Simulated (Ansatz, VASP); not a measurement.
## ScAl2N3 in VASP and in Ansatz

```
Al Sc N
1.0
     4.91890   -2.82798    0.00000
     4.91890    2.82798    0.00000
     0.00000    0.00000    4.96041
Al Sc N
4 2 6
Direct
  0.00656 0.33584 0.98771
  0.66416 0.99344 0.98771
  0.99344 0.66416 0.48771
  0.33584 0.00656 0.48771
  0.32229 0.67771 0.96994
  0.67771 0.32229 0.46994
  0.02879 0.33232 0.36901
  0.66768 0.97121 0.36901
  0.97121 0.66768 0.86901
  0.33232 0.02879 0.86901
  0.30989 0.69011 0.40462
  0.69011 0.30989 0.90462
```

Alike in both runs: functional PBEsol; k mesh 4 × 4 × 4; occupations gaussian, width 0.1 eV; no spin polarisation.

Ansatz relaxed the structure, and its values are those at the end. VASP's run is a single point on that final structure, the one shown.

|  | VASP | Ansatz |
| --- | --- | --- |
| version | VASP 6.6.1 | Ansatz 0.2.0 |
| potentials or method | VASP PAW PBE potentials, release 64 (Al, Sc_sv, N), cutoff 520 eV | scalar-relativistic, plane waves, PAW |
| valence electrons in the cell | 64 | 64 |

Ansatz gave:

```
gap on the k mesh at the Fermi level (eV) : 2.89
least direct gap on the mesh (eV)         : 2.89
pressure (GPa)                            : -0.3
rms of the force components (eV/Å)        : 0.008
```

Task: What did VASP give for the same quantities?

Result: gap on the k mesh at the Fermi level (eV): 2.88; least direct gap on the mesh (eV): 2.88; pressure (GPa): -0.1; rms of the force components (eV/Å): 0.025.

VASP's potentials were made for PBE, not for PBEsol.
